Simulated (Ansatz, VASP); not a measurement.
# One calculation of BaTiO3, two programs

```
Ba Ti O
1.0
     4.23334    0.00000    0.00000
     0.00000    3.99410    0.00000
     0.00000    0.00000    3.99410
Ba Ti O
1 1 3
Direct
  0.50000 0.50000 0.50000
  0.00000 0.00000 0.00000
  0.50000 0.00000 0.00000
  0.00000 0.50000 0.00000
  0.00000 0.00000 0.50000
```

Change from the starting cell: uniaxial_x strain +6.0%.

Alike in both runs: task single point; functional r2SCAN; k mesh 6 × 6 × 6; no spin polarisation.

|  | VASP | Ansatz |
| --- | --- | --- |
| version | VASP 6.6.1 | Ansatz 0.2.0 |
| potentials or method | VASP PAW PBE potentials, release 64 (Ba_sv, Ti_sv, O_h) | plane waves, PAW |
| plane-wave cutoff (eV) | 910 | 500 |
| occupations | gaussian, width 0.01 eV | fixed |
| valence electrons in the cell | 40 | 40 |

|  | VASP | Ansatz | Ansatz less VASP |
| --- | --- | --- | --- |
| gap on the k mesh at the Fermi level (eV) | 1.92 | 1.92 | +0.002 |

VASP's potentials were made for PBE, not for r2SCAN.

Spin-orbit coupling is off throughout. Noted on VASP's run: the cutoff is short for stress, so the pressure is rough.
